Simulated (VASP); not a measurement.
# Lu (P6_3/mmc) in VASP: single point with PBE

Aim: the single point of Lu with PBE.

All numbers are computed with VASP 6.6.1; they aren't measurements. Logs are shortened: lines on timing, memory, paths and dates and some standing lists are left out, and cuts for length are marked.

## (1) The cell of the first run

It takes space group P6_3/mmc (No. 194, hexagonal). Conventional cell: a = 3.328 Å, b = 3.328 Å, c = 10.668 Å, α = 90.00°, β = 90.00°, γ = 120.00°. Within 4.3 Å of Lu (site symmetry -3m) lie 12 Lu at 3.29 to 3.33 Å. Within 4.3 Å of Lu (site symmetry -6m2) lie 12 Lu at 3.29 to 3.33 Å.

## (2) Single point, PBE (volume scaled by 0.88)

Contents of INCAR:

```
  ALGO = Normal
  EDIFF = 1E-6
  ENCUT = 520
  GGA = PE
  ISIF = 2
  ISMEAR = -1
  LASPH = T
  LCHARG = F
  LREAL = F
  LWAVE = F
  NBANDS = 58
  NELM = 80
  PREC = Accurate
  SIGMA = 0.1
```

Contents of KPOINTS:

```
k-points
0
Gamma
  14 14 4
```

Contents of POSCAR:

```
Lu
1.0
    3.3282418838      0.0000000000      0.0000000000
   -1.6641209419      2.8823420213      0.0000000000
    0.0000000000      0.0000000000     10.6679800202
Lu
4
Direct
    0.0000000000      0.0000000000      1.0000000000
    0.0000000000      0.0000000000      0.5000000000
    0.3333333333      0.6666666667      0.2500000000
    0.6666666667      0.3333333333      0.7500000000
```

Potentials or basis: VASP PAW PBE potentials, release 64 (Lu).

On the command line:

```bash
$ cat potpaw_PBE.64/Lu/POTCAR > POTCAR
$ mpirun -np 1 vasp_std > vasp.out
```

OUTCAR:

```text
EDIFF = 1E-6
   ENCUT = 520
   GGA = PE
   ISIF = 2
   ISMEAR = -1
   LASPH = T
   LREAL = F
   NELM = 80
   PREC = Accurate

 ion  position               nearest neighbor table
   1  0.000  0.000  0.000-   3 3.29   4 3.29   3 3.29   4 3.29   4 3.29   3 3.29
   2  0.000  0.000  0.500-   3 3.29   4 3.29   3 3.29   4 3.29   4 3.29   3 3.29
   3  0.333  0.667  0.250-   1 3.29   2 3.29   1 3.29   2 3.29   1 3.29   2 3.29
   4  0.667  0.333  0.750-   1 3.29   2 3.29   1 3.29   2 3.29   1 3.29   2 3.29

  LATTYP: Found a hexagonal cell.
 ALAT       =     3.3282418838
 C/A-ratio  =     3.2052898776

  Lattice vectors:

 A1 = (   3.3282418838,   0.0000000000,   0.0000000000)
 A2 = (  -1.6641209419,   2.8823420213,   0.0000000000)
 A3 = (   0.0000000000,   0.0000000000,  10.6679800202)

Analysis of symmetry for initial positions (statically):
=====================================================================
 Subroutine PRICEL returns:
 Original cell was already a primitive cell.

 Routine SETGRP: Setting up the symmetry group for a
 hexagonal supercell.

 Subroutine GETGRP returns: Found 24 space group operations
 (whereof 12 operations were pure point group operations)
 out of a pool of 24 trial point group operations.

The static configuration has the point symmetry D_3d.
 The point group associated with its full space group is D_6h.

Analysis of symmetry for dynamics (positions and initial velocities):
=====================================================================
 Subroutine PRICEL returns:
 Original cell was already a primitive cell.

 Routine SETGRP: Setting up the symmetry group for a
 hexagonal supercell.

 Subroutine GETGRP returns: Found 24 space group operations
 (whereof 12 operations were pure point group operations)
 out of a pool of 24 trial point group operations.

The dynamic configuration has the point symmetry D_3d.
 The point group associated with its full space group is D_6h.

 Subroutine INISYM returns: Found 24 space group operations
 (whereof 12 operations are pure point group operations),
 and found     1 'primitive' translations

----------------------------------------------------------------------------------------

                                     Primitive cell

  volume of cell :     102.3393

[... 77 lines left out ...]
   dimension x,y,z NGX =    28 NGY =   28 NGZ =   80
   dimension x,y,z NGXF=    56 NGYF=   56 NGZF=  160
   ions per type =               4
   NGX,Y,Z   is equivalent  to a cutoff of  13.99, 13.99, 12.47 a.u.
   NGXF,Y,Z  is equivalent  to a cutoff of  27.97, 27.97, 24.93 a.u.
 SYSTEM =  unknown system
   PREC   = accura    normal or accurate (medium, high low for compatibility)
   ISTART =      0    job   : 0-new  1-cont  2-samecut
   ICHARG =      2    charge: 1-file 2-atom 10-const
   ISPIN  =      1    spin polarized calculation?
   LNONCOLLINEAR =      F non collinear calculations
   LSORBIT =      F    spin-orbit coupling
   LASPH  =      T    aspherical Exc in radial PAW
   ENCUT  =  520.0 eV  38.22 Ry    6.18 a.u.   6.19  6.19 19.84*2*pi/ulx,y,z
   NELM   =     80;   NELMIN=  2; NELMDL= -5     # of ELM steps
   EDIFF  = 0.1E-05   stopping-criterion for ELM
   LREAL  =      F    real-space projection
   EDIFFG = 0.1E-04   stopping-criterion for IOM
   NSW    =      0    number of steps for IOM
   IBRION =     -1    ionic relax: 0-MD 1-quasi-New 2-CG
   NFREE  =      0    steps in history (QN), initial steepest desc. (CG)
   ISIF   =      2    stress and relaxation
   ISYM   =      2    0-nonsym 1-usesym 2-fastsym
   POTIM  = 0.5000    time-step for ionic-motion
   TEBEG  =    0.0;   TEEND  =   0.0 temperature during run
   PSTRESS=    0.0 pullay stress
   NELECT =     100.0000    total number of electrons
   NUPDOWN=      -1.0000    fix difference up-down
   EMIN   =  10.00;   EMAX   =-10.00  energy-range for DOS
   EFERMI =   0.00;   METHOD = LEGACY
   ISMEAR =    -1;   SIGMA  =   0.10  broadening in eV -4-tet -1-fermi 0-gaus
   EFERMI_NEDOS =   21; number of points for ismear=-14 and -15
   IALGO  =     38    algorithm
   IMIX   =      4    mixing-type and parameters
     AMIX     =   0.40;   BMIX     =  1.00
     AMIX_MAG =   1.60;   BMIX_MAG =  1.00
  volume/ion in A,a.u.               =      25.58       172.65
  Fermi-wavevector in a.u.,A,eV,Ry     =   1.624528  3.069913 35.907033  2.639092
  Thomas-Fermi vector in A             =   2.717800
   LORBIT       =      0    0 simple, 1 ext, 2 COOP (PROOUT), +10 PAW based schemes
   GGA     = PE    functional components
[... 5 lines left out ...]
 non-spin polarized calculation
  energy-cutoff  :      520.00
  volume of cell :      102.34
 maximum number of plane-waves:      2787
 NGX is ok and might be reduce to    28
   NGX = 13   NGY = 13   NGZ = 39

 number of electron     100.0000010 magnetization

 Free energy of the ion-electron system (eV)
  ---------------------------------------------------
  ext. energy  EPLUGINS =         0.00000000
  ---------------------------------------------------
  free energy    TOTEN  =       -17.81606258 eV

  energy without entropy =      -17.64919623  energy(sigma->0) =      -17.73262940

 E-fermi :   2.7837     XC(G=0): -11.3003

 val. band max:        2.7794756239   @ k =   0.2143   0.1429   0.0000
 cond. band min:       2.7848390515   @ k =   0.2143   0.1429   0.2500
 fundamental gap:      0.0053634276
 Fermi energy:         2.7837483332

 k-point     1 :       0.0000    0.0000    0.0000
  band No.  band energies     occupation
      1     -53.1605      2.00000
      2     -53.1340      2.00000
      3     -53.1286      2.00000
      4     -53.1020      2.00000
      5     -24.2675      2.00000
      6     -23.8956      2.00000
[... 1453 lines left out ...]
     57       5.8716      0.00000
     58       5.9794      0.00000

 [... further k-points ...]
[... 5 lines left out ...]
  --------------------------------------------------------------------------------------
  -------------------------------------------------------------------------------------
  Total        4.3468596      4.3468596      4.5968407      0.0000000      0.0000000      0.0000000
  in kB       68.0524245     68.0524245     71.9660137      0.0000000      0.0000000      0.0000000
  external PRESSURE =      69.3569542 kB  Pullay stress =       0.0000000 kB

 VOLUME and BASIS-vectors are now :
 -----------------------------------------------------------------------------
  energy-cutoff  :      520.00
  volume of cell :      102.34
      direct lattice vectors                 reciprocal lattice vectors
     3.328241884  0.000000000  0.000000000     0.300458931  0.173470045  0.000000000
    -1.664120942  2.882342021  0.000000000     0.000000000  0.346940090  0.000000000
     0.000000000  0.000000000 10.667980020     0.000000000  0.000000000  0.093738458

 POSITION                                       TOTAL-FORCE (eV/Angst)
 -----------------------------------------------------------------------------------
      0.00000      0.00000      0.00000         0.000000      0.000000     -0.000000
      0.00000      0.00000      5.33399         0.000000      0.000000     -0.000000
     -0.00000      1.92156      2.66700        -0.000000      0.000000      0.000000
      1.66412      0.96078      8.00099         0.000000     -0.000000     -0.000000
 -----------------------------------------------------------------------------------
    total drift:                                0.000000     -0.000000      0.000000

  FREE ENERGIE OF THE ION-ELECTRON SYSTEM (eV)
  ---------------------------------------------------
  free  energy   TOTEN  =       -17.8160625800 eV

  energy  without entropy=      -17.6491962252  energy(sigma->0) =      -17.73262940
```

stdout:

```text
POSCAR found type information on POSCAR Lu
 POSCAR found :  1 types and       4 ions
 scaLAPACK will be used
 LDA part: xc-table for (Slater+PW92), standard interpolation
 POSCAR, INCAR and KPOINTS ok, starting setup
 FFT: planning ... GRIDC
 FFT: planning ... GRID_SOFT
 FFT: planning ... GRID
 WAVECAR not read
 entering main loop
```

Run time: 15 min. Hardware: 1 thread of Intel Xeon 8259CL, shared host; peak memory 0.46 GiB.

What came out:

- Free energy: -17.8161 eV
- Pressure: 6.9 GPa
- Band gap on the k mesh: zero (band 50 reaches 3.84 eV, above the bottom of band 51 at 2.30 eV)

Stress tensor (GPa, compression positive):
```
6.81 0.00 0.00
0.00 6.81 0.00
0.00 0.00 7.20
```

Caveat: spin-orbit coupling is left out, which moves the levels of the heavy elements.
